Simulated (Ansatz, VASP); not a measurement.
Two plane-wave programs on Fe

Contents of INCAR:

```
SYSTEM = Fe
ALGO     = Normal         ! electronic algorithm
EDIFF    = 1E-7           ! SCF threshold, eV
ENCUT    = 520            ! plane-wave cutoff, eV
GGA      = PE             ! functional
ISIF     = 2              ! what is computed and relaxed
ISMEAR   = 0              ! smearing method
ISPIN    = 2              ! spin polarisation
LASPH    = .True.         ! aspherical terms in the spheres
LCHARG   = .False.        ! write CHGCAR
LMAXMIX  = 4              ! l up to which the mixer works
LORBIT   = 11             ! projections on sites
LREAL    = .False.        ! projectors in reciprocal space
LWAVE    = .False.        ! write WAVECAR
MAGMOM   = 2.44           ! initial moments
NBANDS   = 14             ! bands
NELM     = 150            ! most SCF steps
PREC     = Accurate       ! precision mode
SIGMA    = 0.15           ! smearing width, eV
```

File KPOINTS:

```
k-points
0
Gamma
  12 12 12
  0 0 0
```

POSCAR

```
Fe
1.0
   -1.3147971982      1.3147971982      1.7728725421
    1.3147971982     -1.3147971982      1.7728725421
    1.3147971982      1.3147971982     -1.7728725421
Fe
1
Direct
    0.0000000000      0.0000000000      0.0000000000
```

Input for Ansatz:

```yaml
crystal:
  lattice:
    - [-1.3147971982, 1.3147971982, 1.7728725421]
    - [1.3147971982, -1.3147971982, 1.7728725421]
    - [1.3147971982, 1.3147971982, -1.7728725421]
  atoms:
    - { symbol: Fe, position: [0.0, 0.0, 0.0], spin: 2.44 }
basis:
  ecutwfc: 520.0
kpoints:
  mp_grid: { grid: [12, 12, 12] }
hamiltonian:
  xc: pbe
scf:
  occupations: { method: gaussian, width: 0.15 }
output:
  forces: true
  stress: true
  eigenvalues: true
  populations: true
magnetization:
  spin_polarized: true
```

Alike in both runs: task single point; functional PBE; k mesh 12 × 12 × 12; occupations gaussian, width 0.15 eV; collinear spin.

```csv
,VASP,Ansatz
version,VASP 6.6.1,Ansatz 0.2.0
potentials or method,"VASP PAW PBE potentials, release 64 (Fe), cutoff 520 eV","scalar-relativistic, plane waves, PAW"
valence electrons in the cell,8,16
```

|  | VASP | Ansatz | Ansatz less VASP |
| --- | --- | --- | --- |
| gap on the k mesh at the Fermi level (eV) | none | none | - |
| pressure (GPa) | -3.8 | -3.8 | +0.06 |
| traceless stress, the component that is largest in VASP (GPa) | -4.87 | -4.83 | +0.037 |
| net moment per atom (μB) | 2.58 | 2.58 | -0.006 |
| size of the moment on the site where the two differ most (μB) | 2.58 | 2.62 | +0.040 |

Site moments also hang on the region over which each program counts them. A gap of «none» marks a metal or a gap that the smearing closes. VASP's potentials hold 8 valence electrons a cell and Ansatz's 16, so a difference there can come from the potentials and not from the codes.
